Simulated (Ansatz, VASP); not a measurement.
# One calculation of GdHAu2, two programs

```
CELL_PARAMETERS angstrom
3.76789 0.00000 0.00000
0.00000 3.76789 0.00000
0.00000 0.00000 6.43994
ATOMIC_POSITIONS crystal
Gd 0.00000 0.00000 0.00000
H 0.50000 0.50000 0.50000
Au 0.50000 0.50000 0.77259
Au 0.50000 0.50000 0.22741
```

Alike in both runs: functional PBE; k mesh 4 × 4 × 4; occupations gaussian, width 0.1 eV; collinear spin.

Ansatz relaxed the structure, and its values are those at the end. VASP's run is a single point on that final structure, the one shown.

```csv
,VASP,Ansatz
version,VASP 6.6.1,Ansatz 0.2.0
potentials or method,"VASP PAW PBE potentials, release 64 (Gd, H, Au), cutoff 520 eV","scalar-relativistic, plane waves, PAW"
valence electrons in the cell,41,57
```

|  | VASP | Ansatz | Ansatz less VASP |
| --- | --- | --- | --- |
| gap on the k mesh at the Fermi level (eV) | none | none | - |
| pressure (GPa) | -0.3 | -0.2 | +0.09 |
| rms of the force components (eV/Å) | 0.009 | 0.005 | -0.0038 |
| net moment per atom (μB) | 1.74 | 1.73 | -0.003 |
| size of the moment on the site where the two differ most (μB) | 6.72 | 6.87 | +0.150 |

Site moments also hang on the region over which each program counts them. A gap of «none» marks a metal or a gap that the smearing closes. The functional is the same, so the differences come from potentials, cutoffs and numerics. VASP's potentials hold 41 valence electrons a cell and Ansatz's 57, so a difference there can come from the potentials and not from the codes.

The k mesh is coarse, so the values compare programs but aren't converged. Spin-orbit coupling is off throughout.
